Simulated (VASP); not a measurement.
# Ag (I4_1/amd) in VASP: notebook

Ag is run at these levels: PBE; tasks: single point.

Everything below comes from runs of VASP 6.6.1. Logs are shortened: lines on timing, memory, paths and dates and some standing lists are left out, and cuts for length are marked.

**1. The cell of the first run**

It takes space group I4_1/amd (No. 141, tetragonal). Conventional cell: a = 4.928 Å, b = 4.928 Å, c = 2.603 Å, α = 90.00°, β = 90.00°, γ = 90.00°. Ag (site symmetry -4m2) has 10 Ag at 2.55 to 3.14 Å within 3.4 Å.

**2. Single point, PBE (15.80 Å³/atom)**

The input, INCAR:

```
ALGO = Normal
EDIFF = 1E-6
ENCUT = 520
GGA = PE
ISIF = 2
ISMEAR = -1
LASPH = T
LCHARG = T
LELF = T
LREAL = F
LVHAR = T
LWAVE = F
NBANDS = 18
NELM = 100
PREC = Accurate
SIGMA = 0.1
```

The input, KPOINTS:

```
k-points
0
Gamma
  15 15 15
```

The input, POSCAR:

```
Ag
1.0
   -2.4641472731      2.4641472731      1.3013291415
    2.4641472731     -2.4641472731      1.3013291415
    2.4641472731      2.4641472731     -1.3013291415
Ag
2
Direct
   -0.3750000000     -0.1250000000     -0.2500000000
    0.3750000000      0.1250000000      0.2500000000
```

Potentials or basis: VASP PAW PBE potentials, release 64 (Ag).

Launch:

```console
$ cat potpaw_PBE.64/Ag/POTCAR > POTCAR
$ mpirun -np 1 vasp_std > vasp.out
```

OUTCAR:

```text
EDIFF = 1E-6
   ENCUT = 520
   GGA = PE
   ISIF = 2
   ISMEAR = -1
   LASPH = T
   LREAL = F
   NELM = 100
   PREC = Accurate

 ion  position               nearest neighbor table
   1  0.625  0.875  0.750-   2 2.55   2 2.55   2 2.55   2 2.55   2 3.14   2 3.14   2 3.14   2 3.14

   2  0.375  0.125  0.250-   1 2.55   1 2.55   1 2.55   1 2.55   1 3.14   1 3.14   1 3.14   1 3.14

  LATTYP: Found a body centered tetragonal cell.
 ALAT       =     4.9282945462
 C/A-ratio  =     0.5281052621

  Lattice vectors:

 A1 = (  -2.4641472731,   2.4641472731,   1.3013291415)
 A2 = (   2.4641472731,  -2.4641472731,   1.3013291415)
 A3 = (   2.4641472731,   2.4641472731,  -1.3013291415)

Analysis of symmetry for initial positions (statically):
=====================================================================
 Subroutine PRICEL returns:
 Original cell was already a primitive cell.

 Routine SETGRP: Setting up the symmetry group for a
 body centered tetragonal supercell.

 Subroutine GETGRP returns: Found 16 space group operations
 (whereof  4 operations were pure point group operations)
 out of a pool of 16 trial point group operations.

The static configuration has the point symmetry C_2h.
 The point group associated with its full space group is D_4h.

Analysis of symmetry for dynamics (positions and initial velocities):
=====================================================================
 Subroutine PRICEL returns:
 Original cell was already a primitive cell.

 Routine SETGRP: Setting up the symmetry group for a
 body centered tetragonal supercell.

 Subroutine GETGRP returns: Found 16 space group operations
 (whereof  4 operations were pure point group operations)
 out of a pool of 16 trial point group operations.

The dynamic configuration has the point symmetry C_2h.
 The point group associated with its full space group is D_4h.

 Subroutine INISYM returns: Found 16 space group operations
 (whereof  4 operations are pure point group operations),
 and found     1 'primitive' translations

----------------------------------------------------------------------------------------

                                     Primitive cell

  volume of cell :      31.6068

  direct lattice vectors                    reciprocal lattice vectors
    -2.464147273  2.464147273  1.301329141     0.000000000  0.202909950  0.384222549
     2.464147273 -2.464147273  1.301329141     0.202909950  0.000000000  0.384222549
     2.464147273  2.464147273 -1.301329141     0.202909950  0.202909950  0.000000000

  length of vectors
     3.719879178  3.719879178  3.719879178     0.434510547  0.434510547  0.286958003

  position of ions in fractional coordinates (direct lattice)
     0.625000000  0.875000000  0.750000000
     0.375000000  0.125000000  0.250000000

  ion indices of the primitive-cell ions
   primitive index   ion index
                 1           1
                 2           2

----------------------------------------------------------------------------------------

 KPOINTS: k-points

Automatic generation of k-mesh.
 Grid dimensions read from file:
 generate k-points for:   15   15   15

 Generating k-lattice:

  Cartesian coordinates                     Fractional coordinates (reciprocal lattice)
     0.000000000  0.013527330  0.025614837     0.066666667  0.000000000  0.000000000
     0.013527330  0.000000000  0.025614837     0.000000000  0.066666667  0.000000000
     0.013527330  0.013527330  0.000000000     0.000000000  0.000000000  0.066666667

  Length of vectors
     0.028967370  0.028967370  0.019130534

  Shift w.r.t. Gamma in fractional coordinates (k-lattice)
     0.000000000  0.000000000  0.000000000

 Subroutine IBZKPT returns following result:
 ===========================================

 Found    288 irreducible k-points:

 Following reciprocal coordinates:
            Coordinates               Weight
  0.000000  0.000000  0.000000      1.000000
  0.066667 -0.000000  0.000000      8.000000
  0.133333  0.000000  0.000000      8.000000
  0.200000 -0.000000  0.000000      8.000000
  0.266667  0.000000  0.000000      8.000000
  0.333333  0.000000  0.000000      8.000000
[... 16 lines left out ...]
  0.133333  0.133333  0.000000      8.000000
  0.200000  0.133333  0.000000     16.000000
 [... further k-points ...]
   k-points           NKPTS =    288   k-points in BZ     NKDIM =    288   number of bands    NBANDS=     18
   number of dos      NEDOS =    301   number of ions     NIONS =      2
   total plane-waves  NPLWV =  21952
   dimension x,y,z NGX =    28 NGY =   28 NGZ =   28
   dimension x,y,z NGXF=    56 NGYF=   56 NGZF=   56
   ions per type =               2
   NGX,Y,Z   is equivalent  to a cutoff of  12.51, 12.51, 12.51 a.u.
   NGXF,Y,Z  is equivalent  to a cutoff of  25.03, 25.03, 25.03 a.u.
 SYSTEM =  unknown system
   PREC   = accura    normal or accurate (medium, high low for compatibility)
   ISTART =      0    job   : 0-new  1-cont  2-samecut
   ICHARG =      2    charge: 1-file 2-atom 10-const
   ISPIN  =      1    spin polarized calculation?
   LNONCOLLINEAR =      F non collinear calculations
   LSORBIT =      F    spin-orbit coupling
   LASPH  =      T    aspherical Exc in radial PAW
   ENCUT  =  520.0 eV  38.22 Ry    6.18 a.u.   6.92  6.92  6.92*2*pi/ulx,y,z
   NELM   =    100;   NELMIN=  2; NELMDL= -5     # of ELM steps
   EDIFF  = 0.1E-05   stopping-criterion for ELM
   LREAL  =      F    real-space projection
   EDIFFG = 0.1E-04   stopping-criterion for IOM
   NSW    =      0    number of steps for IOM
   IBRION =     -1    ionic relax: 0-MD 1-quasi-New 2-CG
   NFREE  =      0    steps in history (QN), initial steepest desc. (CG)
   ISIF   =      2    stress and relaxation
   ISYM   =      2    0-nonsym 1-usesym 2-fastsym
   POTIM  = 0.5000    time-step for ionic-motion
   TEBEG  =    0.0;   TEEND  =   0.0 temperature during run
   PSTRESS=    0.0 pullay stress
   NELECT =      22.0000    total number of electrons
   NUPDOWN=      -1.0000    fix difference up-down
   EMIN   =  10.00;   EMAX   =-10.00  energy-range for DOS
   EFERMI =   0.00;   METHOD = LEGACY
   ISMEAR =    -1;   SIGMA  =   0.10  broadening in eV -4-tet -1-fermi 0-gaus
   EFERMI_NEDOS =   21; number of points for ismear=-14 and -15
   IALGO  =     38    algorithm
   IMIX   =      4    mixing-type and parameters
     AMIX     =   0.40;   BMIX     =  1.00
     AMIX_MAG =   1.60;   BMIX_MAG =  1.00
  volume/ion in A,a.u.               =      15.80       106.65
  Fermi-wavevector in a.u.,A,eV,Ry     =   1.450849  2.741707 28.639761  2.104963
  Thomas-Fermi vector in A             =   2.568414
   LORBIT       =      0    0 simple, 1 ext, 2 COOP (PROOUT), +10 PAW based schemes
   GGA     = PE    functional components
   LHFCALC =     F    Hartree Fock is set to
   AEXX    =    0.0000 exact exchange contribution
   IVDW    =     0    specifies the selected vdW correction
   LEPSILON=     F    determine dielectric tensor
   LRPA    =     F    only Hartree local field effects (RPA)
 non-spin polarized calculation
  energy-cutoff  :      520.00
  volume of cell :       31.61
 maximum number of plane-waves:       861
   NGX = 13   NGY = 13   NGZ = 13

 number of electron      22.0000007 magnetization

 Free energy of the ion-electron system (eV)
  ---------------------------------------------------
  ext. energy  EPLUGINS =         0.00000000
  ---------------------------------------------------
  free energy    TOTEN  =        -4.37455834 eV

  energy without entropy =       -4.35877929  energy(sigma->0) =       -4.36666882

 E-fermi :   9.5704     XC(G=0): -12.6078

 val. band max:        9.5163723510   @ k =   0.3333   0.3333  -0.0000
 cond. band min:       9.5777456196   @ k =  -0.3333   0.4000   0.2000
 fundamental gap:      0.0613732686
 Fermi energy:         9.5703924624

 k-point     1 :       0.0000    0.0000    0.0000
  band No.  band energies     occupation
      1       1.2580      2.00000
      2       2.3244      2.00000
      3       2.6951      2.00000
      4       3.1217      2.00000
      5       3.3596      2.00000
      6       5.7550      2.00000
[... 10 lines left out ...]
     17      25.8477      0.00000
     18      30.8819      0.00000

 k-point     2 :       0.0667   -0.0000    0.0000
  band No.  band energies     occupation
      1       1.4092      2.00000
      2       2.3848      2.00000
      3       2.7117      2.00000
      4       3.2632      2.00000
      5       3.4401      2.00000
      6       5.4777      2.00000
[... 10 lines left out ...]
     17      26.0917      0.00000
     18      28.8128      0.00000

 k-point     3 :       0.1333    0.0000    0.0000
  band No.  band energies     occupation
      1       1.8355      2.00000
      2       2.5563      2.00000
      3       2.7877      2.00000
      4       3.6131      2.00000
      5       3.6888      2.00000
      6       5.0343      2.00000
[... 10 lines left out ...]
     17      26.2116      0.00000
     18      26.7506      0.00000

 k-point     4 :       0.2000   -0.0000    0.0000
  band No.  band energies     occupation
      1       2.4211      2.00000
      2       2.8045      2.00000
      3       2.9168      2.00000
      4       3.9411      2.00000
      5       4.1671      2.00000
      6       4.5507      2.00000
[... 375 lines left out ...]
      4       3.1110      2.00000
      5       3.3499      2.00000
      6       5.7441      2.00000
[... 10 lines left out ...]
     17      25.6278      0.00000
     18      30.2845      0.00000

 k-point    23 :       0.1333    0.1333    0.0000
  band No.  band energies     occupation
      1       2.8281      2.00000
      2       2.8964      2.00000
      3       3.0671      2.00000
      4       4.0635      2.00000
      5       4.1173      2.00000
      6       4.8318      2.00000
[... 10 lines left out ...]
     17      23.3228      0.00000
     18      25.0949      0.00000

 k-point    24 :       0.2000    0.1333    0.0000
  band No.  band energies     occupation
      1       2.8614      2.00000
      2       2.9847      2.00000
      3       3.3412      2.00000
      4       3.9882      2.00000
      5       4.1343      2.00000
      6       4.7026      2.00000
[... 10 lines left out ...]
     17      23.3999      0.00000
     18      23.7376      0.00000

 [... further k-points ...]
[... 5 lines left out ...]
  --------------------------------------------------------------------------------------
  -------------------------------------------------------------------------------------
  Total        6.0253191      6.0253191      6.0289806      0.0000000      0.0000000      0.0000000
  in kB      305.4289258    305.4289258    305.6145305      0.0000000      0.0000000      0.0000000
  external PRESSURE =     305.4907940 kB  Pullay stress =       0.0000000 kB

 VOLUME and BASIS-vectors are now :
 -----------------------------------------------------------------------------
  energy-cutoff  :      520.00
  volume of cell :       31.61
      direct lattice vectors                 reciprocal lattice vectors
    -2.464147273  2.464147273  1.301329141     0.000000000  0.202909950  0.384222549
     2.464147273 -2.464147273  1.301329141     0.202909950  0.000000000  0.384222549
     2.464147273  2.464147273 -1.301329141     0.202909950  0.202909950  0.000000000

 POSITION                                       TOTAL-FORCE (eV/Angst)
 -----------------------------------------------------------------------------------
      2.46415      1.23207      0.97600        -0.000000      0.000000     -0.000000
      0.00000      1.23207      0.32533         0.000000     -0.000000      0.000000
 -----------------------------------------------------------------------------------
    total drift:                                0.000000      0.000000     -0.000000

  FREE ENERGIE OF THE ION-ELECTRON SYSTEM (eV)
  ---------------------------------------------------
  free  energy   TOTEN  =        -4.3745583387 eV

  energy  without entropy=       -4.3587792917  energy(sigma->0) =       -4.36666882
```

It took 55 s on 1 thread of Intel Xeon 6975P-C (Granite Rapids), shared host; peak memory 0.26 GiB.

Results:

| Property | Result |
| --- | --- |
| Free energy | -4.3746 eV |
| Pressure | 30.5 GPa |
| Band gap on the k mesh | zero (bands 11 and 12 overlap by 6.09 eV) |

Caveat: the cell stands under pressure.

**3. Single point, PBE**

This run uses another cell than the first one, of 17.78 Å³/atom.

The input, INCAR:

```
PREC = Accurate
ENCUT = 520
EDIFF = 1E-7
ISMEAR = -1
SIGMA = 0.1
LREAL = F
LASPH = T
NELM = 60
ALGO = Normal
ISIF = 2
LWAVE = F
LCHARG = T
GGA = PE
LELF = T
LVHAR = T
NBANDS = 18
```

The input, KPOINTS:

```
Automatic mesh
0
Gamma
  15 15 15
```

The input, POSCAR:

```
Ag
1.0
   -2.5655253112      2.5655253112      1.3505802398
    2.5655253112     -2.5655253112      1.3505802398
    2.5655253112      2.5655253112     -1.3505802398
Ag
2
Direct
   -0.3750000000     -0.1250000000     -0.2500000000
    0.3750000000      0.1250000000      0.2500000000
```

Potentials or basis: VASP PAW PBE potentials, release 64 (Ag).

Launch:

```console
$ cat potpaw_PBE.64/Ag/POTCAR > POTCAR
$ mpirun -np 1 vasp_std > vasp.out
```

Run time: 77 s. Hardware: 1 thread of Intel Xeon 6975P-C (Granite Rapids), shared host; peak memory 0.28 GiB.

It converged, with:

```yaml
Free_energy: -4.8521 eV
Pressure: 10.3 GPa
Band_gap_on_the_k_mesh: zero (bands 11 and 12 overlap by 5.57 eV)
```

Levels at points of the mesh, in eV from the Fermi level:
```csv
k point,band 7,band 8,band 9,band 10,band 11,band 12,band 13,band 14,band 15,band 16
"(0.00, 0.00, 0.00)",-3.60,-3.57,-3.57,-2.88,-2.23,4.31,4.31,9.41,10.67,15.49
```

Caveat: the cell stands under pressure.

The gap in the log of VASP goes by the Fermi energy; the results here count the filled bands.